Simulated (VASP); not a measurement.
# Os (Fm-3m) in VASP: a series of runs

Os is run at these levels: PBEsol; tasks: single point.

All numbers are computed with VASP 6.6.1; they aren't measurements. Logs are shortened: lines on timing, memory, paths and dates and some standing lists are left out, and cuts for length are marked.

### 1 The cell of the first run

The structure is cubic, space group Fm-3m (No. 225). The conventional cell has a = 3.756 Å, b = 3.756 Å, c = 3.756 Å, α = 90.00°, β = 90.00°, γ = 90.00°. Os (site symmetry m-3m) has 12 Os at 2.66 Å within 3.5 Å.

### 2 Single point, PBEsol

Input file INCAR:

```
SYSTEM = Os
ALGO = Normal ; EDIFF = 1E-6
ENCUT = 520 ; GGA = PS
ISIF = 2 ; ISMEAR = 1
LASPH = .TRUE. ; LCHARG = .FALSE.
LREAL = .FALSE. ; LWAVE = .FALSE.
NBANDS = 10 ; NELM = 60
PREC = Accurate ; SIGMA = 0.1
```

Input file KPOINTS:

```
k-points
0
G
  10 10 10
  0 0 0
```

Input file POSCAR:

```
Os
1.0
    0.0000000000      1.8778768531      1.8778768531
    1.8778768531      0.0000000000      1.8778768531
    1.8778768531      1.8778768531      0.0000000000
Os
1
Direct
    0.0000000000      0.0000000000      0.0000000000
```

Potentials or basis: VASP PAW PBE potentials, release 64 (Os).

On the command line:

```
$ cat potpaw_PBE.64/Os/POTCAR > POTCAR
$ mpirun -np 1 vasp_std > vasp.out
```

OUTCAR:

```text
SYSTEM = Os
   EDIFF = 1E-6
   ENCUT = 520
   GGA = PS
   ISIF = 2
   ISMEAR = 1
   LASPH = .TRUE.
   LREAL = .FALSE.
   NELM = 60
   PREC = Accurate

 ion  position               nearest neighbor table
   1  0.000  0.000  0.000-

  LATTYP: Found a face centered cubic cell.
 ALAT       =     3.7557537062

  Lattice vectors:

 A1 = (   0.0000000000,   1.8778768531,   1.8778768531)
 A2 = (   1.8778768531,   0.0000000000,   1.8778768531)
 A3 = (   1.8778768531,   1.8778768531,   0.0000000000)

Analysis of symmetry for initial positions (statically):
=====================================================================
 Subroutine PRICEL returns:
 Original cell was already a primitive cell.

 Routine SETGRP: Setting up the symmetry group for a
 face centered cubic supercell.

 Subroutine GETGRP returns: Found 48 space group operations
 (whereof 48 operations were pure point group operations)
 out of a pool of 48 trial point group operations.

The static configuration has the point symmetry O_h .

Analysis of symmetry for dynamics (positions and initial velocities):
=====================================================================
 Subroutine PRICEL returns:
 Original cell was already a primitive cell.

 Routine SETGRP: Setting up the symmetry group for a
 face centered cubic supercell.

 Subroutine GETGRP returns: Found 48 space group operations
 (whereof 48 operations were pure point group operations)
 out of a pool of 48 trial point group operations.

The dynamic configuration has the point symmetry O_h .

 Subroutine INISYM returns: Found 48 space group operations
 (whereof 48 operations are pure point group operations),
 and found     1 'primitive' translations

----------------------------------------------------------------------------------------

                                     Primitive cell

  volume of cell :      13.2444

  direct lattice vectors                    reciprocal lattice vectors
     0.000000000  1.877876853  1.877876853    -0.266258141  0.266258141  0.266258141
     1.877876853  0.000000000  1.877876853     0.266258141 -0.266258141  0.266258141
     1.877876853  1.877876853  0.000000000     0.266258141  0.266258141 -0.266258141

  length of vectors
     2.655718914  2.655718914  2.655718914     0.461172628  0.461172628  0.461172628

  position of ions in fractional coordinates (direct lattice)
     0.000000000  0.000000000  0.000000000

  ion indices of the primitive-cell ions
   primitive index   ion index
                 1           1

----------------------------------------------------------------------------------------

 KPOINTS: k-points

Automatic generation of k-mesh.
 Grid dimensions read from file:
 generate k-points for:   10   10   10

 Generating k-lattice:

  Cartesian coordinates                     Fractional coordinates (reciprocal lattice)
    -0.026625814  0.026625814  0.026625814     0.100000000  0.000000000  0.000000000
     0.026625814 -0.026625814  0.026625814     0.000000000  0.100000000  0.000000000
     0.026625814  0.026625814 -0.026625814     0.000000000  0.000000000  0.100000000

  Length of vectors
     0.046117263  0.046117263  0.046117263

  Shift w.r.t. Gamma in fractional coordinates (k-lattice)
     0.000000000  0.000000000  0.000000000

 Subroutine IBZKPT returns following result:
 ===========================================

 Found     47 irreducible k-points:

 Following reciprocal coordinates:
            Coordinates               Weight
  0.000000  0.000000  0.000000      1.000000
  0.100000  0.000000  0.000000      8.000000
  0.200000  0.000000  0.000000      8.000000
  0.300000  0.000000  0.000000      8.000000
  0.400000  0.000000  0.000000      8.000000
  0.500000  0.000000  0.000000      4.000000
[... 16 lines left out ...]
  0.300000  0.300000  0.000000      6.000000
  0.400000  0.300000  0.000000     24.000000
 [... further k-points ...]
   k-points           NKPTS =     47   k-points in BZ     NKDIM =     47   number of bands    NBANDS=     10
   number of dos      NEDOS =    301   number of ions     NIONS =      1
   total plane-waves  NPLWV =   8000
   dimension x,y,z NGX =    20 NGY =   20 NGZ =   20
   dimension x,y,z NGXF=    40 NGYF=   40 NGZF=   40
   ions per type =               1
   NGX,Y,Z   is equivalent  to a cutoff of  12.52, 12.52, 12.52 a.u.
   NGXF,Y,Z  is equivalent  to a cutoff of  25.04, 25.04, 25.04 a.u.
 SYSTEM =  Os
   PREC   = accura    normal or accurate (medium, high low for compatibility)
   ISTART =      0    job   : 0-new  1-cont  2-samecut
   ICHARG =      2    charge: 1-file 2-atom 10-const
   ISPIN  =      1    spin polarized calculation?
   LNONCOLLINEAR =      F non collinear calculations
   LSORBIT =      F    spin-orbit coupling
   LASPH  =      T    aspherical Exc in radial PAW
   ENCUT  =  520.0 eV  38.22 Ry    6.18 a.u.   4.94  4.94  4.94*2*pi/ulx,y,z
   NELM   =     60;   NELMIN=  2; NELMDL= -5     # of ELM steps
   EDIFF  = 0.1E-05   stopping-criterion for ELM
   LREAL  =      F    real-space projection
[... 7 lines left out ...]
   TEBEG  =    0.0;   TEEND  =   0.0 temperature during run
   PSTRESS=    0.0 pullay stress
   NELECT =       8.0000    total number of electrons
   NUPDOWN=      -1.0000    fix difference up-down
   EMIN   =  10.00;   EMAX   =-10.00  energy-range for DOS
   EFERMI =   0.00;   METHOD = LEGACY
   ISMEAR =     1;   SIGMA  =   0.10  broadening in eV -4-tet -1-fermi 0-gaus
   EFERMI_NEDOS =   21; number of points for ismear=-14 and -15
   IALGO  =     38    algorithm
   IMIX   =      4    mixing-type and parameters
     AMIX     =   0.40;   BMIX     =  1.00
     AMIX_MAG =   1.60;   BMIX_MAG =  1.00
  volume/ion in A,a.u.               =      13.24        89.38
  Fermi-wavevector in a.u.,A,eV,Ry     =   1.383867  2.615130 26.056356  1.915088
  Thomas-Fermi vector in A             =   2.508425
   LORBIT       =      0    0 simple, 1 ext, 2 COOP (PROOUT), +10 PAW based schemes
   GGA     = PS    functional components
   LHFCALC =     F    Hartree Fock is set to
   AEXX    =    0.0000 exact exchange contribution
   IVDW    =     0    specifies the selected vdW correction
   LEPSILON=     F    determine dielectric tensor
   LRPA    =     F    only Hartree local field effects (RPA)
 non-spin polarized calculation
 Methfessel and Paxton  Order N= 1 SIGMA  =   0.10
  energy-cutoff  :      520.00
  volume of cell :       13.24
 maximum number of plane-waves:       368
   NGX =  9   NGY =  9   NGZ =  9

 number of electron       8.0000001 magnetization

 Free energy of the ion-electron system (eV)
  ---------------------------------------------------
  ext. energy  EPLUGINS =         0.00000000
  ---------------------------------------------------
  free energy    TOTEN  =       -12.00149849 eV

  energy without entropy =      -12.00013984  energy(sigma->0) =      -12.00104561

 E-fermi :  10.0973     XC(G=0): -14.4640

 val. band max:       10.0886253350   @ k =   0.3000   0.1000   0.0000
 cond. band min:      10.1111031607   @ k =   0.4000   0.3000   0.1000
 fundamental gap:      0.0224778257
 Fermi energy:        10.0972804319

 k-point     1 :       0.0000    0.0000    0.0000
  band No.  band energies     occupation
      1      -1.3451      2.00000
      2       6.7653      2.00000
      3       6.7653      2.00000
      4       6.7653      2.00000
      5      10.1223      0.59107
      6      10.1223      0.59107
      7      24.2378      0.00000
      8      30.4008      0.00000
      9      30.4008      0.00000
     10      30.4008      0.00000

 k-point     2 :       0.1000    0.0000    0.0000
  band No.  band energies     occupation
      1      -0.8545      2.00000
      2       6.4740      2.00000
      3       6.9827      2.00000
      4       6.9827      2.00000
      5       9.9674      2.06939
      6       9.9674      2.06939
      7      25.1484      0.00000
      8      28.4480      0.00000
      9      31.2928      0.00000
     10      31.2928      0.00000

 k-point     3 :       0.2000    0.0000    0.0000
  band No.  band energies     occupation
      1       0.3930      2.00000
      2       6.0251      2.00000
      3       7.3086      2.00000
      4       7.3086      2.00000
      5       9.9543      2.06125
      6       9.9543      2.06125
      7      25.4705      0.00000
      8      27.6182      0.00000
      9      33.7402      0.00000
     10      33.7402      0.00000

 k-point     4 :       0.3000    0.0000    0.0000
  band No.  band energies     occupation
      1       1.5310      2.00000
      2       6.5136      2.00000
      3       7.1259      2.00000
      4       7.1259      2.00000
      5      10.8470     -0.00000
      6      10.8470     -0.00000
      7      23.3046      0.00000
      8      27.5846      0.00000
      9      35.7830      0.00000
     10      35.8135      0.00000
[... 222 lines left out ...]
 k-point    22 :      -0.2000    0.2000    0.0000
  band No.  band energies     occupation
      1       2.6924      2.00000
      2       5.2583      2.00000
      3       6.6010      2.00000
      4       8.4231      2.00000
      5       8.8323      2.00000
      6      13.0808      0.00000
      7      24.9892      0.00000
      8      29.2939      0.00000
      9      29.6326      0.00000
     10      31.5256      0.00000

 k-point    23 :       0.3000    0.3000    0.0000
  band No.  band energies     occupation
      1       2.3660      2.00000
      2       3.7151      2.00000
      3       7.9534      2.00000
      4      10.1846     -0.01312
      5      10.1846     -0.01312
      6      11.7266     -0.00000
      7      28.2333      0.00000
      8      28.2333      0.00000
      9      29.3438      0.00000
     10      33.0193      0.00000

 k-point    24 :       0.4000    0.3000    0.0000
  band No.  band energies     occupation
      1       2.6002      2.00000
      2       3.4604      2.00000
      3       8.0904      2.00000
      4      10.4589     -0.00000
      5      12.3471      0.00000
      6      12.6090      0.00000
      7      24.5432      0.00000
      8      26.7293      0.00000
      9      28.3267      0.00000
     10      33.0567      0.00000

 [... further k-points ...]
[... 5 lines left out ...]
  --------------------------------------------------------------------------------------
  -------------------------------------------------------------------------------------
  Total        2.1926816      2.1926816      2.1926816      0.0000000      0.0000000      0.0000000
  in kB      265.2496610    265.2496610    265.2496610      0.0000000      0.0000000      0.0000000
  external PRESSURE =     265.2496610 kB  Pullay stress =       0.0000000 kB

 VOLUME and BASIS-vectors are now :
 -----------------------------------------------------------------------------
  energy-cutoff  :      520.00
  volume of cell :       13.24
      direct lattice vectors                 reciprocal lattice vectors
     0.000000000  1.877876853  1.877876853    -0.266258141  0.266258141  0.266258141
     1.877876853  0.000000000  1.877876853     0.266258141 -0.266258141  0.266258141
     1.877876853  1.877876853  0.000000000     0.266258141  0.266258141 -0.266258141

 POSITION                                       TOTAL-FORCE (eV/Angst)
 -----------------------------------------------------------------------------------
      0.00000      0.00000      0.00000         0.000000      0.000000      0.000000
 -----------------------------------------------------------------------------------
    total drift:                               -0.000000     -0.000000      0.000000

  FREE ENERGIE OF THE ION-ELECTRON SYSTEM (eV)
  ---------------------------------------------------
  free  energy   TOTEN  =       -12.0014984929 eV

  energy  without entropy=      -12.0001398423  energy(sigma->0) =      -12.00104561
```

Run time: 4.8 s. Hardware: 1 thread of AMD EPYC 9R45 (Zen 5), shared host; peak memory 0.1 GiB.

What came out:

| Property | Result |
| --- | --- |
| Free energy | -12.0015 eV |
| Pressure | 26.5 GPa |
| Band gap on the k mesh | zero (band 4 reaches 12.74 eV, above the bottom of band 5 at 8.35 eV) |

Caveat: the PAW data sets were made with another functional, which shifts forces and pressure a little; spin-orbit coupling is left out, which moves the levels of the heavy elements.

### 3 Single point, PBEsol

This run uses another cell than the first one, of 13.61 Å³/atom, 1.028 times its volume.

Input file INCAR:

```
SYSTEM = Os
PREC     = Accurate       ! precision mode
ENCUT    = 520            ! plane-wave cutoff, eV
EDIFF    = 1E-6           ! SCF threshold, eV
ISMEAR   = 1              ! smearing method
SIGMA    = 0.1            ! smearing width, eV
LREAL    = .FALSE.        ! projectors in reciprocal space
LASPH    = .TRUE.         ! aspherical terms in the spheres
NELM     = 60             ! most SCF steps
ALGO     = Normal         ! electronic algorithm
ISIF     = 2              ! what is computed and relaxed
LWAVE    = .FALSE.        ! write WAVECAR
LCHARG   = .FALSE.        ! write CHGCAR
GGA      = PS             ! functional
NBANDS   = 10             ! bands
```

Input file KPOINTS:

```
regular mesh
0
G
  10 10 10
  0 0 0
```

Input file POSCAR:

```
Os
1.0
    0.0000000000      1.8951060435      1.8951060435
    1.8951060435      0.0000000000      1.8951060435
    1.8951060435      1.8951060435      0.0000000000
Os
1
Direct
    0.0000000000      0.0000000000      0.0000000000
```

Potentials or basis: VASP PAW PBE potentials, release 64 (Os).

On the command line:

```
$ cat potpaw_PBE.64/Os/POTCAR > POTCAR
$ mpirun -np 1 vasp_std > vasp.out
```

Wall time 5.1 s (1 thread of AMD EPYC 9R45 (Zen 5), shared host); peak memory 0.1 GiB.

It converged, with:

- Free energy: -12.0457 eV
- Pressure: 12.2 GPa
- Band gap on the k mesh: zero (band 4 reaches 12.19 eV, above the bottom of band 5 at 7.99 eV)

Levels at points of the mesh, in eV from the Fermi level:
| k point | band 2 | band 3 | band 4 | band 5 | band 6 | band 7 |
| --- | --- | --- | --- | --- | --- | --- |
| (0.00, 0.00, 0.00) | -3.20 | -3.20 | -3.20 | 0.02 | 0.02 | 14.17 |
| (0.50, 0.00, 0.00) | -3.36 | -3.36 | -0.31 | 2.55 | 2.55 | 9.32 |
| (0.50, 0.50, 0.00) | -7.25 | 2.34 | 2.52 | 3.27 | 3.27 | 12.39 |

Caveat: the PAW data sets were made with another functional, which shifts forces and pressure a little; spin-orbit coupling is left out, which moves the levels of the heavy elements.
